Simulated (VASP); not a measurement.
Wanted: the native input for a VASP 6.6.1 run.

- Task: electric field gradients
- Functional: PBE
- Potentials or basis: VASP PAW PBE potentials, release 64 (W_sv, C)
- Cutoff: 520 eV
- k mesh: 13 × 13 × 12
- Occupations: fermi-dirac, width 0.05 eV
- Spin: no spin polarisation
- Dipole correction: no
- Further INCAR settings: ALGO = Normal; EDIFF = 1e-08; NBANDS = 16

The structure of WC lies in POSCAR:

```
WC
1.0
    2.8810343969      0.0000000000      0.0000000000
   -1.4405171984      2.4950489769      0.0000000000
    0.0000000000      0.0000000000      2.8100128507
W C
1 1
Direct
    0.0000000000      0.0000000000      0.0000000000
    0.6666666667      0.3333333333      0.5000000000
```

This cell differs from its parent crystal: volume scaled by 0.98.

One way to write it, as run:

INCAR

```
ALGO = Normal ; EDIFF = 1E-8
ENCUT = 520 ; GGA = PE
ISIF = 2 ; ISMEAR = -1
LASPH = True ; LCHARG = False
LEFG = True ; LREAL = False
LWAVE = False ; NBANDS = 16
NELM = 80 ; PREC = Accurate
SIGMA = 0.05
```

KPOINTS

```
k-points
0
Gamma
  13 13 12
```

Potentials or basis: VASP PAW PBE potentials, release 64 (W_sv, C).

Command:

```sh
$ cat potpaw_PBE.64/W_sv/POTCAR potpaw_PBE.64/C/POTCAR > POTCAR
$ mpirun -np 1 vasp_std > vasp.out
```

It gave:

```
Pressure               : 18.5 GPa
Band gap on the k mesh : zero (band 9 reaches 12.17 eV, above the bottom of band 10 at 10.85 eV)
```

Caveat: without QUAD_EFG the Cq values of the log hold for a quadrupole moment of 1 mb, not for the nuclei; spin-orbit coupling is left out, which moves the levels of the heavy elements.

Wall time 82 s on 1 thread of AMD EPYC 7R43 64-Core Processor (Zen 3), on a shared host, peak memory 0.14 GiB.
